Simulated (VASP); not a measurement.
# Rb (R-3m) in VASP: further runs

Rb is run at these levels: PBEsol; tasks: single point.

Everything below comes from runs of VASP 6.6.1. Logs are shortened: lines on timing, memory, paths and dates and some standing lists are left out, and cuts for length are marked.

**1. The cell of the first run**

It takes space group R-3m (No. 166, trigonal). Conventional cell: a = 9.999 Å, b = 9.999 Å, c = 3.062 Å, α = 90.00°, β = 90.00°, γ = 120.00°. Rb (site symmetry -3m) has 2 Rb at 3.06 Å within 4.0 Å.

**2. Single point, PBEsol**

The input, INCAR:

```
SYSTEM = Rb
PREC = Accurate
ENCUT = 520
EDIFF = 1E-7
ISMEAR = 0
SIGMA = 0.15
LREAL = .False.
LASPH = .True.
NELM = 80
ALGO = Fast
ISIF = 2
LWAVE = .False.
LCHARG = .False.
GGA = PS
NBANDS = 10
```

The input, KPOINTS:

```
Automatic mesh
0
Gamma
  14 14 14
  0 0 0
```

The input, POSCAR:

```
Rb
1.0
   -4.1245615437      2.9461153883      2.9461153883
    2.9461153883     -4.1245615437      2.9461153883
    2.9461153883      2.9461153883     -4.1245615437
Rb
1
Direct
    0.0000000000      0.0000000000      0.0000000000
```

Potentials or basis: VASP PAW PBE potentials, release 64 (Rb_sv).

Run with:

```bash
cat potpaw_PBE.64/Rb_sv/POTCAR > POTCAR
mpirun -np 1 vasp_std > vasp.out
```

OUTCAR:

```text
SYSTEM = Rb
   PREC = Accurate
   ENCUT = 520
   EDIFF = 1E-7
   ISMEAR = 0
   LREAL = .False.
   LASPH = .True.
   NELM = 80
   ISIF = 2
   GGA = PS

 ion  position               nearest neighbor table
   1  0.000  0.000  0.000-

  LATTYP: Found a trigonal (rhomboedric) cell.
 ALAT       =     5.8626955993
 COS(alpha) =    -0.4545454546

  Lattice vectors:

 A1 = (  -4.1245615437,   2.9461153883,   2.9461153883)
 A2 = (   2.9461153883,  -4.1245615437,   2.9461153883)
 A3 = (   2.9461153883,   2.9461153883,  -4.1245615437)

Analysis of symmetry for initial positions (statically):
=====================================================================
 Subroutine PRICEL returns:
 Original cell was already a primitive cell.

 Routine SETGRP: Setting up the symmetry group for a
 trigonal (rhombohedral) supercell.

 Subroutine GETGRP returns: Found 12 space group operations
 (whereof 12 operations were pure point group operations)
 out of a pool of 12 trial point group operations.

The static configuration has the point symmetry D_3d.

Analysis of symmetry for dynamics (positions and initial velocities):
=====================================================================
 Subroutine PRICEL returns:
 Original cell was already a primitive cell.

 Routine SETGRP: Setting up the symmetry group for a
 trigonal (rhombohedral) supercell.

 Subroutine GETGRP returns: Found 12 space group operations
 (whereof 12 operations were pure point group operations)
 out of a pool of 12 trial point group operations.

The dynamic configuration has the point symmetry D_3d.

 Subroutine INISYM returns: Found 12 space group operations
 (whereof 12 operations are pure point group operations),
 and found     1 'primitive' translations

----------------------------------------------------------------------------------------

                                     Primitive cell

  volume of cell :      88.3737

  direct lattice vectors                    reciprocal lattice vectors
    -4.124561544  2.946115388  2.946115388     0.094286116  0.235715290  0.235715290
     2.946115388 -4.124561544  2.946115388     0.235715290  0.094286116  0.235715290
     2.946115388  2.946115388 -4.124561544     0.235715290  0.235715290  0.094286116

  length of vectors
     5.862695599  5.862695599  5.862695599     0.346429312  0.346429312  0.346429312

  position of ions in fractional coordinates (direct lattice)
     0.000000000  0.000000000  0.000000000

  ion indices of the primitive-cell ions
   primitive index   ion index
                 1           1

----------------------------------------------------------------------------------------

 KPOINTS: Automatic mesh

Automatic generation of k-mesh.
 Grid dimensions read from file:
 generate k-points for:   14   14   14

 Generating k-lattice:

  Cartesian coordinates                     Fractional coordinates (reciprocal lattice)
     0.006734723  0.016836806  0.016836806     0.071428571  0.000000000  0.000000000
     0.016836806  0.006734723  0.016836806     0.000000000  0.071428571  0.000000000
     0.016836806  0.016836806  0.006734723    -0.000000000 -0.000000000  0.071428571

  Length of vectors
     0.024744951  0.024744951  0.024744951

  Shift w.r.t. Gamma in fractional coordinates (k-lattice)
     0.000000000  0.000000000  0.000000000

 Subroutine IBZKPT returns following result:
 ===========================================

 Found    288 irreducible k-points:

 Following reciprocal coordinates:
            Coordinates               Weight
  0.000000  0.000000  0.000000      1.000000
  0.071429  0.000000  0.000000      6.000000
  0.142857 -0.000000 -0.000000      6.000000
  0.214286 -0.000000 -0.000000      6.000000
  0.285714 -0.000000 -0.000000      6.000000
  0.357143 -0.000000 -0.000000      6.000000
[... 16 lines left out ...]
  0.214286  0.142857 -0.000000     12.000000
  0.285714  0.142857  0.000000     12.000000
 [... further k-points ...]
   k-points           NKPTS =    288   k-points in BZ     NKDIM =    288   number of bands    NBANDS=     10
   number of dos      NEDOS =    301   number of ions     NIONS =      1
   total plane-waves  NPLWV = 110592
   dimension x,y,z NGX =    48 NGY =   48 NGZ =   48
   dimension x,y,z NGXF=    96 NGYF=   96 NGZF=   96
   ions per type =               1
   NGX,Y,Z   is equivalent  to a cutoff of  13.61, 13.61, 13.61 a.u.
   NGXF,Y,Z  is equivalent  to a cutoff of  27.22, 27.22, 27.22 a.u.
 SYSTEM =  Rb
   PREC   = accura    normal or accurate (medium, high low for compatibility)
   ISTART =      0    job   : 0-new  1-cont  2-samecut
   ICHARG =      2    charge: 1-file 2-atom 10-const
   ISPIN  =      1    spin polarized calculation?
   LNONCOLLINEAR =      F non collinear calculations
   LSORBIT =      F    spin-orbit coupling
   LASPH  =      T    aspherical Exc in radial PAW
   ENCUT  =  520.0 eV  38.22 Ry    6.18 a.u.  10.90 10.90 10.90*2*pi/ulx,y,z
   NELM   =     80;   NELMIN=  2; NELMDL= -5     # of ELM steps
   EDIFF  = 0.1E-06   stopping-criterion for ELM
   LREAL  =      F    real-space projection
   EDIFFG = 0.1E-05   stopping-criterion for IOM
   NSW    =      0    number of steps for IOM
   IBRION =     -1    ionic relax: 0-MD 1-quasi-New 2-CG
   NFREE  =      0    steps in history (QN), initial steepest desc. (CG)
   ISIF   =      2    stress and relaxation
   ISYM   =      2    0-nonsym 1-usesym 2-fastsym
   POTIM  = 0.5000    time-step for ionic-motion
   TEBEG  =    0.0;   TEEND  =   0.0 temperature during run
   PSTRESS=    0.0 pullay stress
   NELECT =       9.0000    total number of electrons
   NUPDOWN=      -1.0000    fix difference up-down
   EMIN   =  10.00;   EMAX   =-10.00  energy-range for DOS
   EFERMI =   0.00;   METHOD = LEGACY
   ISMEAR =     0;   SIGMA  =   0.15  broadening in eV -4-tet -1-fermi 0-gaus
   EFERMI_NEDOS =   21; number of points for ismear=-14 and -15
   IALGO  =     68    algorithm
   IMIX   =      4    mixing-type and parameters
     AMIX     =   0.40;   BMIX     =  1.00
     AMIX_MAG =   1.60;   BMIX_MAG =  1.00
  volume/ion in A,a.u.               =      88.37       596.38
  Fermi-wavevector in a.u.,A,eV,Ry     =   0.764507  1.444708  7.952205  0.584471
  Thomas-Fermi vector in A             =   1.864423
   LORBIT       =      0    0 simple, 1 ext, 2 COOP (PROOUT), +10 PAW based schemes
   GGA     = PS    functional components
   LHFCALC =     F    Hartree Fock is set to
   AEXX    =    0.0000 exact exchange contribution
   IVDW    =     0    specifies the selected vdW correction
   LEPSILON=     F    determine dielectric tensor
   LRPA    =     F    only Hartree local field effects (RPA)
 non-spin polarized calculation
 RMM-DIIS sequential band-by-band and
 Gauss-broadening in eV      SIGMA  =   0.15
  energy-cutoff  :      520.00
  volume of cell :       88.37
 maximum number of plane-waves:      2410
 NGX is ok and might be reduce to    48

 number of electron       9.0000000 magnetization

 Free energy of the ion-electron system (eV)
  ---------------------------------------------------
  ext. energy  EPLUGINS =         0.00000000
  ---------------------------------------------------
  free energy    TOTEN  =        -0.30214202 eV

  energy without entropy =       -0.29293465  energy(sigma->0) =       -0.29753833

 E-fermi :   0.1566     XC(G=0):  -5.5568

 val. band max:        0.1528269675   @ k =  -0.3571   0.5000   0.0714
 cond. band min:       0.1609729142   @ k =   0.5000   0.4286   0.0714
 fundamental gap:      0.0081459467
 Fermi energy:         0.1566331994

 k-point     1 :       0.0000    0.0000    0.0000
  band No.  band energies     occupation
      1     -30.0023      2.00000
      2     -13.9662      2.00000
      3     -13.9662      2.00000
      4     -12.7784      2.00000
      5      -1.8777      2.00000
      6       1.7656      0.00000
      7       2.0762      0.00000
      8       2.0762      0.00000
      9       4.2680      0.00000
     10       4.9909      0.00000

 k-point     2 :       0.0714    0.0000    0.0000
  band No.  band energies     occupation
      1     -29.9833      2.00000
      2     -13.9468      2.00000
      3     -13.9466      2.00000
      4     -12.9413      2.00000
      5      -1.7578      2.00000
      6       2.0631      0.00000
      7       2.1130      0.00000
      8       2.1607      0.00000
      9       4.4062      0.00000
     10       4.7785      0.00000

 k-point     3 :       0.1429   -0.0000   -0.0000
  band No.  band energies     occupation
      1     -29.9297      2.00000
      2     -13.8919      2.00000
      3     -13.8910      2.00000
      4     -13.3724      2.00000
      5      -1.4214      2.00000
      6       2.2306      0.00000
      7       2.4062      0.00000
      8       2.8972      0.00000
      9       4.2428      0.00000
     10       4.3055      0.00000

 k-point     4 :       0.2143   -0.0000   -0.0000
  band No.  band energies     occupation
      1     -29.8505      2.00000
      2     -13.9426      2.00000
      3     -13.8105      2.00000
      4     -13.8087      2.00000
      5      -0.9083      2.00000
      6       2.4251      0.00000
      7       2.7545      0.00000
      8       3.5159      0.00000
      9       3.6458      0.00000
     10       4.2309      0.00000
[... 222 lines left out ...]
 k-point    22 :       0.1429    0.1429   -0.0000
  band No.  band energies     occupation
      1     -29.7600      2.00000
      2     -14.5202      2.00000
      3     -13.7148      2.00000
      4     -13.7146      2.00000
      5      -0.3732      2.00000
      6       2.7245      0.00000
      7       2.7681      0.00000
      8       3.1794      0.00000
      9       3.3596      0.00000
     10       5.7663      0.00000

 k-point    23 :       0.2143    0.1429   -0.0000
  band No.  band energies     occupation
      1     -29.6761      2.00000
      2     -15.0024      2.00000
      3     -13.6281      2.00000
      4     -13.6274      2.00000
      5       0.3752      0.03934
      6       2.1015      0.00000
      7       2.2189      0.00000
      8       3.6926      0.00000
      9       3.9421      0.00000
     10       5.9085      0.00000

 k-point    24 :       0.2857    0.1429    0.0000
  band No.  band energies     occupation
      1     -29.6165      2.00000
      2     -15.3191      2.00000
      3     -13.5672      2.00000
      4     -13.5656      2.00000
      5       1.1184      0.00000
      6       1.6699      0.00000
      7       1.9649      0.00000
      8       4.2666      0.00000
      9       4.4698      0.00000
     10       5.1652      0.00000

 [... further k-points ...]

------------------------ aborting loop because EDIFF is reached ----------------------------------------

  FORCE on cell =-STRESS in cart. coord.  units (eV):
  Direction    XX          YY          ZZ          XY          YZ          ZX
  --------------------------------------------------------------------------------------
  -------------------------------------------------------------------------------------
  Total        0.7808740      0.7808740      0.7808740      1.4739410      1.4739410      1.4739410
  in kB       14.1569130     14.1569130     14.1569130     26.7219228     26.7219228     26.7219228
  external PRESSURE =      14.1569130 kB  Pullay stress =       0.0000000 kB

 VOLUME and BASIS-vectors are now :
 -----------------------------------------------------------------------------
  energy-cutoff  :      520.00
  volume of cell :       88.37
      direct lattice vectors                 reciprocal lattice vectors
    -4.124561544  2.946115388  2.946115388     0.094286116  0.235715290  0.235715290
     2.946115388 -4.124561544  2.946115388     0.235715290  0.094286116  0.235715290
     2.946115388  2.946115388 -4.124561544     0.235715290  0.235715290  0.094286116

 POSITION                                       TOTAL-FORCE (eV/Angst)
 -----------------------------------------------------------------------------------
      0.00000      0.00000      0.00000        -0.000000     -0.000000     -0.000000
 -----------------------------------------------------------------------------------
    total drift:                                0.000000     -0.000000      0.000000

  FREE ENERGIE OF THE ION-ELECTRON SYSTEM (eV)
  ---------------------------------------------------
  free  energy   TOTEN  =        -0.3021420227 eV

  energy  without entropy=       -0.2929346451  energy(sigma->0) =       -0.29753833
```

It took 18 min on 1 thread of Intel Xeon 8259CL, shared host; peak memory 0.48 GiB.

What came out:

```yaml
Free_energy: -0.3021 eV
Pressure: 1.4 GPa
Band_gap_on_the_k_mesh: zero (an odd number of electrons rules out a gap without spin polarisation)
```

Stress tensor (GPa, compression positive):
```
1.42 2.67 2.67
2.67 1.42 2.67
2.67 2.67 1.42
```

Levels at points of the mesh, in eV from the Fermi level:
| k point | band 1 | band 2 | band 3 | band 4 | band 5 | band 6 | band 7 | band 8 |
| --- | --- | --- | --- | --- | --- | --- | --- | --- |
| (0.00, 0.00, 0.00) | -30.16 | -14.12 | -14.12 | -12.94 | -2.03 | 1.61 | 1.92 | 1.92 |
| (0.50, 0.00, 0.00) | -29.75 | -15.59 | -13.70 | -13.70 | 0.97 | 1.47 | 2.88 | 3.05 |
| (0.50, 0.50, 0.00) | -30.16 | -14.14 | -14.13 | -12.94 | -0.59 | -0.08 | 1.28 | 2.91 |
| (0.50, 0.50, 0.50) | -29.75 | -15.58 | -13.70 | -13.70 | 1.01 | 1.01 | 4.21 | 4.34 |

Caveat: the PAW data sets were made with another functional, which shifts forces and pressure a little.

**3. Single point, PBEsol**

This run uses another cell than the first one, of the same volume but with other edges.

The input, INCAR:

```
SYSTEM = Rb
  PREC = Accurate
  ENCUT = 520
  EDIFF = 1E-7
  ISMEAR = 0
  SIGMA = 0.15
  LREAL = .FALSE.
  LASPH = .TRUE.
  NELM = 80
  ALGO = Fast
  ISIF = 2
  LWAVE = .FALSE.
  LCHARG = .TRUE.
  GGA = PS
  LELF = .TRUE.
  LVHAR = .TRUE.
  NBANDS = 10
```

The input, KPOINTS:

```
Automatic mesh
0
G
  14 14 14
  0 0 0
```

The input, POSCAR:

```
Rb
1.0
   -3.4493944507      2.8412945172      2.8412945172
    2.8412945172     -3.4493944507      2.8412945172
    2.8412945172      2.8412945172     -3.4493944507
Rb
1
Direct
    0.0000000000      0.0000000000      0.0000000000
```

Potentials or basis: VASP PAW PBE potentials, release 64 (Rb_sv).

Run with:

```bash
cat potpaw_PBE.64/Rb_sv/POTCAR > POTCAR
mpirun -np 1 vasp_std > vasp.out
```

Run time: 7.8 min. Hardware: 1 thread of Intel Xeon 8259CL, shared host; peak memory 0.41 GiB.

The run converged. Its results:

```
Free energy            : -0.9061 eV
Pressure               : 0.2 GPa
Band gap on the k mesh : zero (an odd number of electrons rules out a gap without spin polarisation)
```

Stress tensor (GPa, compression positive):
```
0.16 0.75 0.75
0.75 0.16 0.75
0.75 0.75 0.16
```

Levels at points of the mesh, in eV from the Fermi level:
| k point | band 2 | band 3 | band 4 | band 5 | band 6 | band 7 |
| --- | --- | --- | --- | --- | --- | --- |
| (0.00, 0.00, 0.00) | -13.10 | -13.10 | -12.94 | -2.02 | 2.65 | 3.12 |
| (0.50, 0.00, 0.00) | -13.48 | -13.06 | -13.04 | 0.75 | 1.59 | 2.48 |
| (0.50, 0.50, 0.00) | -13.15 | -13.11 | -12.94 | -0.20 | 0.32 | 2.07 |
| (0.50, 0.50, 0.50) | -13.47 | -13.07 | -13.07 | 1.31 | 1.31 | 3.50 |

Caveat: the PAW data sets were made with another functional, which shifts forces and pressure a little.

**4. Single point, PBEsol**

This run uses another cell than the first one, of the same volume but with other edges.

The input, INCAR:

```
PREC = Accurate
ENCUT = 520
EDIFF = 1E-7
ISMEAR = 0
SIGMA = 0.15
LREAL = F
LASPH = T
NELM = 80
ALGO = Fast
ISIF = 2
LWAVE = F
LCHARG = F
GGA = PS
NBANDS = 10
```

The input, KPOINTS:

```
regular mesh
0
Gamma
  14 14 14
```

The input, POSCAR:

```
Rb
1.0
   -2.1603617127      2.8443372356      2.8443372356
    2.8443372356     -2.1603617127      2.8443372356
    2.8443372356      2.8443372356     -2.1603617127
Rb
1
Direct
    0.0000000000      0.0000000000      0.0000000000
```

Run with:

```bash
cat potpaw_PBE.64/Rb_sv/POTCAR > POTCAR
mpirun -np 1 vasp_std > vasp.out
```

Run time: 5.9 min. Hardware: 1 thread of Intel Xeon 8259CL, shared host; peak memory 0.38 GiB.

It converged, with:

```
Free energy            : -0.9752 eV
Pressure               : 0.0 GPa
Band gap on the k mesh : zero (an odd number of electrons rules out a gap without spin polarisation)
```

Stress tensor (GPa, compression positive):
```
 0.04 -0.20 -0.20
-0.20  0.04 -0.20
-0.20 -0.20  0.04
```

Levels at points of the mesh, in eV from the Fermi level:
| k point | band 1 | band 2 | band 3 | band 4 | band 5 | band 6 | band 7 | band 8 |
| --- | --- | --- | --- | --- | --- | --- | --- | --- |
| (0.00, 0.00, 0.00) | -28.93 | -12.97 | -12.96 | -12.96 | -2.02 | 2.74 | 2.74 | 4.88 |
| (0.50, 0.00, 0.00) | -28.93 | -13.10 | -12.96 | -12.95 | -0.08 | 0.43 | 2.71 | 4.42 |
| (0.50, 0.50, 0.00) | -28.92 | -13.11 | -13.05 | -12.95 | 0.60 | 1.44 | 2.03 | 3.55 |
| (0.50, 0.50, 0.50) | -28.92 | -13.09 | -13.09 | -13.02 | 1.37 | 1.37 | 3.36 | 3.40 |

Caveat: the PAW data sets were made with another functional, which shifts forces and pressure a little.

**5. Single point, PBEsol**

This run uses another cell than the first one, of the same volume but with other edges.

The input, INCAR:

```
SYSTEM = Rb
PREC     = Accurate       ! precision mode
ENCUT    = 520            ! plane-wave cutoff, eV
EDIFF    = 1E-7           ! SCF threshold, eV
ISMEAR   = 0              ! smearing method
SIGMA    = 0.15           ! smearing width, eV
LREAL    = .FALSE.        ! projectors in reciprocal space
LASPH    = .TRUE.         ! aspherical terms in the spheres
NELM     = 100            ! most SCF steps
ALGO     = Fast           ! electronic algorithm
ISIF     = 2              ! what is computed and relaxed
LWAVE    = .FALSE.        ! write WAVECAR
LCHARG   = .FALSE.        ! write CHGCAR
GGA      = PS             ! functional
NBANDS   = 10             ! bands
```

The input, KPOINTS:

```
regular mesh
0
G
  14 14 14
  0 0 0
```

The input, POSCAR:

```
Rb
1.0
   -3.7704649869      2.8832967547      2.8832967547
    2.8832967547     -3.7704649869      2.8832967547
    2.8832967547      2.8832967547     -3.7704649869
Rb
1
Direct
    0.0000000000      0.0000000000      0.0000000000
```

Run with:

```bash
cat potpaw_PBE.64/Rb_sv/POTCAR > POTCAR
mpirun -np 1 vasp_std > vasp.out
```

Run time: 12 min. Hardware: 1 thread of Intel Xeon 8259CL, shared host; peak memory 0.42 GiB.

It converged, with:

| Property | Result |
| --- | --- |
| Free energy | -0.7052 eV |
| Pressure | 0.6 GPa |
| Band gap on the k mesh | zero (an odd number of electrons rules out a gap without spin polarisation) |

Stress tensor (GPa, compression positive):
```
0.55 1.46 1.46
1.46 0.55 1.46
1.46 1.46 0.55
```

Levels at points of the mesh, in eV from the Fermi level:
```
           k point  band 1  band 2  band 3  band 4  band 5  band 6  band 7  band 8
(0.00, 0.00, 0.00)  -29.43  -13.45  -13.45  -12.99   -2.03    2.12    2.57    2.57
(0.50, 0.00, 0.00)  -29.29  -14.21  -13.30  -13.29    0.99    2.15    2.16    3.21
(0.50, 0.50, 0.00)  -29.42  -13.49  -13.46  -12.99   -0.41    0.12    1.67    3.61
(0.50, 0.50, 0.50)  -29.29  -14.21  -13.30  -13.30    1.28    1.28    3.80    3.80
```

Caveat: the PAW data sets were made with another functional, which shifts forces and pressure a little.

**6. Summary**

| cell | gap on the mesh (eV) | pressure (GPa) |
| --- | --- | --- |
| a = 5.863 Å, angles 117.0°, 1 atom | none | 1.4 |
| a = 5.296 Å, angles 114.3°, 1 atom | none | 0.2 |
| a = 4.566 Å, angles 101.6°, 1 atom | none | 0.0 |
| a = 5.554 Å, angles 115.8°, 1 atom | none | 0.6 |

Alike in all rows: task single point; level PBEsol; potentials or basis VASP PAW PBE potentials, release 64 (Rb_sv); no spin polarisation; k mesh 14 × 14 × 14; cutoff (eV) 520; smearing gaussian 0.15 eV.

Caveats: the PAW data sets were made with another functional, which shifts forces and pressure a little.

Total energies depend on the potentials used, so only differences within one code and one set of settings carry meaning.
